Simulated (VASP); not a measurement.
Runs of VASP 6.6.1 on Cu. The structure is that of space group Fm-3m (No. 225), or close to it. The cells are those of the table. 

| task | cell | k mesh | cutoff (eV) | gap on the mesh (eV) | pressure (GPa) |
| --- | --- | --- | --- | --- | --- |
| single point | a = 2.530 Å, angles 60.0°, 1 atom | 8 × 8 × 8 | 520 | none | -0.3 |
| relaxation of cell and atoms | relaxed to 20 GPa from a = 2.440 Å, angles 60.0°, 1 atom | 20 × 20 × 20 | 600 | none | 20.0 |
| single point | a = 2.442 Å, angles 60.0°, 1 atom | 20 × 20 × 20 | 520 | none | (c) |
| single point | a = 2.496 Å, angles 60.0°, 1 atom | 20 × 20 × 20 | 520 | none | 5.8 |
| relaxation of cell and atoms | relaxed to 5 GPa from a = 2.496 Å, angles 60.0°, 1 atom | 20 × 20 × 20 | 600 | none | 5.0 |
| single point | a = 2.520 Å, angles 60.0°, 1 atom | 20 × 20 × 20 | 520 | none | (b) |
| single point | a = 2.530 Å, angles 60.0°, 1 atom | 20 × 20 × 20 | 520 | none | -1.1 |
| single point | a = 2.389 Å, angles 60.0°, 1 atom | 22 × 22 × 22 | 520 | none | (a) |
| single point | a = 2.510 Å, angles 60.0°, 1 atom | 20 × 20 × 20 | 520 | none | 2.7 |
| relaxation of cell and atoms | relaxed to 2 GPa from a = 2.504 Å, angles 60.0°, 1 atom | 20 × 20 × 20 | 600 | none | 1.9 |
| relaxation of cell and atoms | relaxed to 40 GPa from a = 2.384 Å, angles 60.0°, 1 atom | 22 × 22 × 22 | 600 | none | 40.0 |
| single point | a = 2.476 Å, angles 60.0°, 1 atom | 20 × 20 × 20 | 520 | none | 10.7 |

Alike in all rows: level PBEsol; potentials or basis VASP PAW PBE potentials, release 64 (Cu); no spin polarisation; smearing gaussian 0.1 eV.

Q: Estimate the missing entries.

A: (a) 40.8; (b) 0.7; (c) 20.7.

Caveats: some runs use coarse meshes; the PAW data sets were made with another functional, which shifts forces and pressure a little; the cell is relaxed towards a set pressure, so the enthalpy falls and the energy may rise (some runs).

A gap of «none» marks levels without a gap at the run's occupations.
